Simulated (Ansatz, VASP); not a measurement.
## Ni in VASP and in Ansatz

```xyz
2
Lattice="-2.8302 2.8306 1.1682 2.8306 -2.8302 1.1682 1.4721 1.4721 -1.1674" Properties=species:S:1:pos:R:3 pbc="T T T"
Ni    4.3025   -1.3580    0.0007
Ni   -0.6788    2.1513    0.5845
```

Alike in both runs: task single point; functional LDA; k mesh 17 × 17 × 17; occupations fermi-dirac, width 0.1 eV; no spin polarisation.

```csv
,VASP,Ansatz
version,VASP 6.6.1,Ansatz 0.2.0
potentials or method,"VASP PAW LDA potentials, release 64 (Ni), cutoff 520 eV","plane waves (420 eV) with PAW, scalar-relativistic"
valence electrons in the cell,20,36
```

```csv
,VASP,Ansatz,Ansatz less VASP
pressure (GPa),11.0,11.2,+0.20
"traceless stress, the component that is largest in VASP (GPa)",0.29,0.19,-0.094
```

Ansatz warns that its potentials were made for another functional, while VASP's fit it. LDA's correlation is that of Perdew and Zunger in VASP and of Perdew and Wang (1992) in Ansatz. VASP's potentials hold 20 valence electrons a cell and Ansatz's 36, so a difference there can come from the potentials and not from the codes.
